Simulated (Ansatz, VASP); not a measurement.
# WC: VASP beside Ansatz

```
CELL_PARAMETERS angstrom
0.00000 2.25448 2.07412
2.25448 0.00000 2.07412
2.25448 2.25448 0.00000
ATOMIC_POSITIONS crystal
W 0.00000 0.00000 0.00000
C 0.50000 0.50000 0.50000
```

Alike in both runs: task single point; functional PBEsol; k mesh 20 × 20 × 20; occupations gaussian, width 0.15 eV; no spin polarisation.

|  | VASP | Ansatz |
| --- | --- | --- |
| version | VASP 6.6.1 | Ansatz 0.2.0 |
| potentials or method | VASP PAW PBE potentials, release 64 (W_sv, C), cutoff 520 eV | scalar-relativistic, plane waves, PAW |
| valence electrons in the cell | 18 | 18 |

```csv
,VASP,Ansatz,Ansatz less VASP
gap on the k mesh at the Fermi level (eV),none,none,-
pressure (GPa),-3.4,-4.4,-1.02
"traceless stress, the component that is largest in VASP (GPa)",35.88,35.66,-0.215
```

VASP's potentials were made for PBE, not for PBEsol. A gap of «none» marks a metal or a gap that the smearing closes. The functional is the same, so the differences come from potentials, cutoffs and numerics.

Neither program's run includes spin-orbit coupling.
